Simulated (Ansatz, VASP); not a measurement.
# One calculation of Ru, two programs

```xyz
2
Lattice="2.7148 0.0000 0.0000 -1.3574 2.3511 0.0000 0.0000 0.0000 4.2961" Properties=species:S:1:pos:R:3 pbc="T T T"
Ru    0.0000    1.5674    1.0740
Ru    1.3574    0.7837    3.2221
```

Change from the starting cell: volume scaled by 1.01.

Alike in both runs: task single point; functional PBEsol; k mesh 14 × 14 × 8; occupations fermi-dirac, width 0.03 eV; no spin polarisation.

|  | VASP | Ansatz |
| --- | --- | --- |
| version | VASP 6.6.1 | Ansatz 0.2.0 |
| potentials or method | VASP PAW PBE potentials, release 64 (Ru_pv), cutoff 520 eV | all-electron LAPW, scalar-relativistic |

```csv
,VASP,Ansatz,Ansatz less VASP
pressure (GPa),-9.4,-9.4,+0.03
"traceless stress, the component that is largest in VASP (GPa)",-1.46,-1.49,-0.035
```

VASP's potentials were made for PBE, not for PBEsol. Ansatz ran all-electron here, and VASP with PAW potentials.
